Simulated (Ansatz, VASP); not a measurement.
## Two plane-wave programs on Si

```
CELL_PARAMETERS angstrom
0.00000 2.71356 2.71356
2.71356 0.00000 2.71356
2.71356 2.71356 0.00000
ATOMIC_POSITIONS crystal
Si 0.75000 0.75000 0.75000
Si 0.50000 0.50000 0.50000
```

Alike in both runs: task single point; functional LDA; k mesh 6 × 6 × 6; no spin polarisation.

```csv
,VASP,Ansatz
version,VASP 6.6.1,Ansatz 0.2.0
potentials or method,"VASP PAW LDA potentials, release 64 (Si), cutoff 500 eV","plane waves, PAW"
occupations,"gaussian, width 0.01 eV",fixed
valence electrons in the cell,8,8
```

```tsv
	VASP	Ansatz	Ansatz less VASP
gap on the k mesh at the Fermi level (eV)	0.59	0.60	+0.002
pressure (GPa)	-1.2	-1.2	-0.04
```

LDA's correlation is that of Perdew and Zunger in VASP and of Perdew and Wang (1992) in Ansatz.
